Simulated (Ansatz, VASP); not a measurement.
MgO2: VASP beside Ansatz

```
CELL_PARAMETERS angstrom
1.42423 0.82228 3.49398
-1.42423 0.82228 3.49398
0.00000 -1.64455 3.49398
ATOMIC_POSITIONS crystal
Mg 0.00000 0.00000 0.00000
O 0.42879 0.42879 0.42879
O 0.57121 0.57121 0.57121
```

Change from the starting cell: strain -0.1125 x Voigt [1, 1, 0, 0, 0, 0], atoms carried along.

Alike in both runs: task single point; functional r2SCAN; k mesh 12 × 12 × 12; occupations gaussian, width 0.05 eV; no spin polarisation.

|  | VASP | Ansatz |
| --- | --- | --- |
| version | VASP 6.6.1 | Ansatz 0.2.0 |
| potentials or method | VASP PAW PBE potentials, release 64 (Mg_sv, O), cutoff 920 eV | scalar-relativistic, plane waves, PAW |
| valence electrons in the cell | 22 | 22 |

VASP gave:

| Quantity | Value |
| --- | --- |
| gap on the k mesh at the Fermi level (eV) | 2.31 |
| least direct gap on the mesh (eV) | 2.31 |
| pressure (GPa) | 36.0 |
| traceless stress, the component that is largest in VASP (GPa) | -29.35 |
| rms of the force components (eV/Å) | 1.062 |

Question: Estimate Ansatz's values.

Answer: gap on the k mesh at the Fermi level (eV): 2.34; least direct gap on the mesh (eV): 2.34; pressure (GPa): 34.5; traceless stress, the component that is largest in VASP (GPa): -30.51; rms of the force components (eV/Å): 1.125.

VASP's potentials were made for PBE, not for r2SCAN. Atom by atom the forces differ by 0.063 eV/Å (rms over components). Both programs put the cell under a high pressure, so it lies far from rest at this level.
